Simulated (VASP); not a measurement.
A run of VASP 6.6.1 is set up as follows.

The input INCAR:

```
SYSTEM = Ta
  ALGO = Normal
  EDIFF = 1E-7
  ENCUT = 520
  ISIF = 2
  ISMEAR = -1
  LASPH = .TRUE.
  LCHARG = .FALSE.
  LREAL = .FALSE.
  LWAVE = .FALSE.
  NBANDS = 12
  NELM = 80
  PREC = Accurate
  SIGMA = 0.05
```

File KPOINTS:

```
k-points
0
G
  16 16 16
  0 0 0
```

POSCAR

```
Ta
1.0
   -1.5989467467      1.5989467467      1.5989467467
    1.5989467467     -1.5989467467      1.5989467467
    1.5989467467      1.5989467467     -1.5989467467
Ta
1
Direct
    0.0000000000      0.0000000000      0.0000000000
```

Potentials or basis: VASP PAW LDA potentials, release 64 (Ta_pv).

Command:

```bash
$ cat potpaw_LDA.64/Ta_pv/POTCAR > POTCAR
$ mpirun -np 1 vasp_std > vasp.out
```

Problem. What does it give for the pressure?

Solution. 13.1 GPa.
